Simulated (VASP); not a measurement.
# AlN (F-43m) in VASP: a series of runs, part 2 of 2

VASP 6.6.1. Earlier steps stand in the parts before.

## Step 6: Relaxation of cell and atoms, PBEsol, target pressure 10 GPa, at which the enthalpy is minimised

Input file INCAR:

```
ALGO = Normal
EDIFF = 1E-6
EDIFFG = -0.002
ENCUT = 600
GGA = PS
IBRION = 2
ISIF = 3
ISMEAR = 0
LASPH = T
LCHARG = F
LREAL = F
LWAVE = F
NELM = 60
NSW = 100
PREC = Accurate
PSTRESS = 100.0
SIGMA = 0.01
```

Input file KPOINTS:

```
k-points
0
Gamma
  10 10 10
```

Input file POSCAR:

```
AlN
1.0
    2.1886794804      2.1886794804      0.0000000000
   -2.1886794804      2.1886794804      0.0000000000
    0.0000000000      2.1886794804      2.1886794804
Al N
1 1
Direct
    0.0000000000      0.0000000000      0.0000000000
    0.2500000000      0.7500000000      0.5000000000
```

Potentials or basis: VASP PAW PBE potentials, release 64 (Al, N).

Started as:

```bash
$ cat potpaw_PBE.64/Al/POTCAR potpaw_PBE.64/N/POTCAR > POTCAR
$ mpirun -np 1 vasp_std > vasp.out
```

OUTCAR:

```text
EDIFF = 1E-6
   EDIFFG = -0.002
   ENCUT = 600
   GGA = PS
   IBRION = 2
   ISIF = 3
   ISMEAR = 0
   LASPH = T
   LREAL = F
   NELM = 60
   NSW = 100
   PREC = Accurate
   PSTRESS = 100.0

 ion  position               nearest neighbor table
   1  0.000  0.000  0.000-   2 1.90   2 1.90   2 1.90   2 1.90
   2  0.250  0.750  0.500-   1 1.90   1 1.90   1 1.90   1 1.90

  LATTYP: Found a face centered cubic cell.
 ALAT       =     4.3773589608

  Lattice vectors:

 A1 = (   0.0000000000,   2.1886794804,   2.1886794804)
 A2 = (   2.1886794804,   0.0000000000,   2.1886794804)
 A3 = (   2.1886794804,   2.1886794804,   0.0000000000)

Analysis of symmetry for initial positions (statically):
=====================================================================
 Subroutine PRICEL returns:
 Original cell was already a primitive cell.

 Routine SETGRP: Setting up the symmetry group for a
 face centered cubic supercell.

 Subroutine GETGRP returns: Found 24 space group operations
 (whereof 24 operations were pure point group operations)
 out of a pool of 48 trial point group operations.

The static configuration has the point symmetry T_d .

Analysis of symmetry for dynamics (positions and initial velocities):
=====================================================================
 Subroutine PRICEL returns:
 Original cell was already a primitive cell.

 Routine SETGRP: Setting up the symmetry group for a
 face centered cubic supercell.

 Subroutine GETGRP returns: Found 24 space group operations
 (whereof 24 operations were pure point group operations)
 out of a pool of 48 trial point group operations.

The dynamic configuration has the point symmetry T_d .

 Subroutine INISYM returns: Found 24 space group operations
 (whereof 24 operations are pure point group operations),
 and found     1 'primitive' translations

----------------------------------------------------------------------------------------
[... 126 lines left out ...]
 Gauss-broadening in eV      SIGMA  =   0.01
  energy-cutoff  :      600.00
  volume of cell :       20.97
 maximum number of plane-waves:       725
 NGX is ok and might be reduce to    28
   NGX = 13   NGY = 13   NGZ = 13

--------------------------------------- Ionic step        1  -------------------------------------------

 number of electron       7.9999999 magnetization

 Free energy of the ion-electron system (eV)
  ---------------------------------------------------
  ext. energy  EPLUGINS =         0.00000000
  ---------------------------------------------------
  free energy    TOTEN  =       -15.61303235 eV

  energy without entropy =      -15.61303235  energy(sigma->0) =      -15.61303235

------------------------ aborting loop because EDIFF is reached ----------------------------------------

  FORCE on cell =-STRESS in cart. coord.  units (eV):
  Direction    XX          YY          ZZ          XY          YZ          ZX
  --------------------------------------------------------------------------------------
  -------------------------------------------------------------------------------------
  Total       -0.0143989     -0.0143989     -0.0143989     -0.0000000      0.0000000      0.0000000
  in kB       -1.1001816     -1.1001816     -1.1001816     -0.0000000      0.0000000      0.0000000
  external PRESSURE =    -101.1001816 kB  Pullay stress =     100.0000000 kB
[... 177 lines left out ...]
--------------------------------------- Ionic step        6  -------------------------------------------

 number of electron       8.0000000 magnetization

 Free energy of the ion-electron system (eV)
  ---------------------------------------------------
  ext. energy  EPLUGINS =         0.00000000
  ---------------------------------------------------
  free energy    TOTEN  =       -15.58514411 eV

  energy without entropy =      -15.58514411  energy(sigma->0) =      -15.58514411

 E-fermi :   6.3885     XC(G=0): -11.3030

 val. band max:        6.2558320752   @ k =   0.0000   0.0000   0.0000
 cond. band min:       9.4606038368   @ k =   0.5000   0.5000   0.0000
 fundamental gap:      3.2047717616
 Fermi energy:         6.3884751591

 k-point     1 :       0.0000    0.0000    0.0000
  band No.  band energies     occupation
      1      -8.9364      2.00000
      2       6.2558      2.00000
      3       6.2558      2.00000
      4       6.2558      2.00000
      5      10.7413      0.00000
      6      19.1166      0.00000
      7      19.1166      0.00000
      8      19.1166      0.00000
[... 243 lines left out ...]
 k-point    24 :       0.4000    0.3000    0.0000
  band No.  band energies     occupation
      1      -6.1765      2.00000
      2       1.5422      2.00000
      3       2.8058      2.00000
      4       5.0358      2.00000
      5      12.0439      0.00000
      6      16.5984      0.00000
      7      19.3261      0.00000
      8      20.0538      0.00000

 [... further k-points ...]

------------------------ aborting loop because EDIFF is reached ----------------------------------------

  FORCE on cell =-STRESS in cart. coord.  units (eV):
  Direction    XX          YY          ZZ          XY          YZ          ZX
  --------------------------------------------------------------------------------------
  -------------------------------------------------------------------------------------
  Total        1.2499083      1.2499083      1.2499083      0.0000000      0.0000000     -0.0000000
  in kB       99.9829145     99.9829145     99.9829145      0.0000000      0.0000000     -0.0000000
  external PRESSURE =      -0.0170855 kB  Pullay stress =     100.0000000 kB
[... 21 lines left out ...]
  energy  without entropy=      -15.5851441064  energy(sigma->0) =      -15.58514411

  enthalpy is  TOTEN    =       -14.3350221896 eV   P V=        1.2501219168

 reached required accuracy - stopping structural energy minimisation
```

CONTCAR:

```text
AlN
   1.00000000000000
     2.1554815937009937    2.1554815937009937    0.0000000000000000
    -2.1554815937009937    2.1554815937009937    0.0000000000000000
     0.0000000000000000    2.1554815937009937    2.1554815937009937
  Al              N
     1     1
Direct
     0.0000000000000000    0.0000000000000000    0.0000000000000000
     0.2500000000000000    0.7500000000000000    0.5000000000000000

  0.00000000E+00  0.00000000E+00  0.00000000E+00
  0.00000000E+00  0.00000000E+00  0.00000000E+00
```

It took 20 s on 1 thread of AMD EPYC 9R14 (Zen 4), shared host; peak memory 0.13 GiB.

What came out:

- Free energy: -15.5851 eV
- Relaxed volume: 10.01 Å³/atom
- Relaxed cell: a = 3.048 Å, b = 3.048 Å, c = 3.048 Å, α = 60.00°, β = 60.00°, γ = 90.00°
- Space group after relaxing (to 0.05 Å): F-43m (No. 216)
- Energy change on relaxing (the enthalpy is what falls): +13.9 meV/atom
- Ionic steps: 6
- Pressure after relaxing: 10.0 GPa
- Band gap on the k mesh: 3.20 eV, indirect (least direct gap 4.49 eV)

The path:
```csv
step,energy change (eV),largest force (eV/Å),pressure (GPa),volume (Å³)
1,0.0000,0.0000,-0.11,20.97
2,0.1316,0.0000,23.68,19.02
3,0.0274,0.0000,9.88,20.04
4,0.0285,0.0000,10.12,20.02
5,0.0273,0.0000,9.89,20.04
6,0.0279,0.0000,10.00,20.03
```

Final structure:
```
Al N
1.0
     2.15548    2.15548    0.00000
    -2.15548    2.15548    0.00000
     0.00000    2.15548    2.15548
Al N
1 1
Direct
  0.00000 0.00000 0.00000
  0.25000 0.75000 0.50000
```

Caveat: the cell is relaxed towards a set pressure, so the enthalpy falls and the energy may rise; the PAW data sets were made with another functional, which shifts forces and pressure a little.

## Step 7: Overview

```csv
cell,gap on the mesh (eV),pressure (GPa)
relaxed to -2 GPa,3.18,-2.0
relaxed to 2 GPa,3.19,2.0
relaxed to 4 GPa,3.19,4.0
relaxed to 7 GPa,3.20,7.0
relaxed to 10 GPa,3.20,10.0
```

Alike in all rows: task relaxation of cell and atoms; level PBEsol; potentials or basis VASP PAW PBE potentials, release 64 (Al, N); no spin polarisation; k mesh 10 × 10 × 10; cutoff (eV) 600; smearing gaussian 0.01 eV.

Caveats: the cell is relaxed towards a set pressure, so the enthalpy falls and the energy may rise; the PAW data sets were made with another functional, which shifts forces and pressure a little.

Absolute energies hang on the potentials; compare differences alone.
